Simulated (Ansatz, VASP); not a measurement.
**One calculation of Ge, two programs**

Contents of INCAR:

```
SYSTEM = Ge
PREC = Accurate
ENCUT = 520
EDIFF = 1E-8
ISMEAR = -1
SIGMA = 0.05
LREAL = .FALSE.
LASPH = .TRUE.
NELM = 80
ALGO = Normal
ISIF = 2
LWAVE = .FALSE.
LCHARG = .FALSE.
GGA = CA
LEFG = .TRUE.
NBANDS = 21
```

The input KPOINTS:

```
Automatic mesh
0
G
  10 10 10
  0 0 0
```

File POSCAR:

```
Ge
1.0
    0.0000000000      2.8475041221      2.8475041221
    2.8475041221      0.0000000000      2.8475041221
    2.8475041221      2.8475041221      0.0000000000
Ge
2
Direct
    0.5000000000      0.5000000000      0.5000000000
    0.7500000000      0.7500000000      0.7500000000
```

Input for Ansatz:

```yaml
crystal:
  lattice:
    - [0.0, 2.8475041221, 2.8475041221]
    - [2.8475041221, 0.0, 2.8475041221]
    - [2.8475041221, 2.8475041221, 0.0]
  atoms:
    - { symbol: Ge, position: [0.5, 0.5, 0.5] }
    - { symbol: Ge, position: [0.75, 0.75, 0.75] }
kpoints:
  mp_grid: { grid: [10, 10, 10] }
scf:
  occupations: { method: fermi_dirac, width: 0.05 }
hamiltonian:
  xc: lda
  pseudopotentials: { kind: all_electron, datasets: crystal }
output:
  forces: true
  stress: true
  eigenvalues: true
  efg: { contact_densities: true }
```

Change from the starting cell: volume scaled by 1.02, crystal datasets.

Alike in both runs: task electric field gradients; functional LDA; k mesh 10 × 10 × 10; occupations fermi-dirac, width 0.05 eV; no spin polarisation.

|  | VASP | Ansatz |
| --- | --- | --- |
| version | VASP 6.6.1 | Ansatz 0.2.0 |
| potentials or method | VASP PAW LDA potentials, release 64 (Ge_d), cutoff 520 eV | all-electron PAW with datasets made for the crystal, scalar-relativistic |

|  | VASP | Ansatz | Ansatz less VASP |
| --- | --- | --- | --- |
| pressure (GPa) | -2.4 | -2.5 | -0.06 |

LDA's correlation is that of Perdew and Zunger in VASP and of Perdew and Wang (1992) in Ansatz. Ansatz ran all-electron here, and VASP with PAW potentials.
